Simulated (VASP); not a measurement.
Runs of VASP 6.6.1 on Al. The structure is that of space group P6_3/mmc (No. 194), or close to it. The cells are those of the table. This isn't the form of Al at room conditions, which is fcc.

```csv
task,cell,k mesh,cutoff (eV),gap on the mesh (eV),pressure (GPa)
single point,"a = 2.871, b = 2.871, c = 9.131 Å, angles 90.0, 90.0, 120.0°, 4 atoms",24 × 24 × 6,520,none,(a)
relaxation of shape and atoms at fixed volume,"relaxed from a = 2.728, b = 2.728, c = 8.956 Å, angles 90.0, 90.0, 120.0°, 4 atoms",18 × 18 × 6,600,none,9.9
single point,"a = 2.757, b = 2.757, c = 9.053 Å, angles 90.0, 90.0, 120.0°, 4 atoms",18 × 18 × 6,520,none,6.0
single point,"a = 2.786, b = 2.786, c = 9.148 Å, angles 90.0, 90.0, 120.0°, 4 atoms",18 × 18 × 6,520,none,2.8
single point,"a = 2.843, b = 2.843, c = 9.333 Å, angles 90.0, 90.0, 120.0°, 4 atoms",18 × 18 × 6,520,none,-2.4
```

Alike in all rows: level PBE+D3(BJ); potentials or basis VASP PAW PBE potentials, release 64 (Al); no spin polarisation; smearing gaussian 0.1 eV.

Estimate the missing entries.

(a) -2.2.

Caveats: the relaxation stopped at its first step, so nothing moved (at least some runs); the cell stands under pressure (at least some runs).

A gap of «none» marks levels without a gap at the run's occupations.
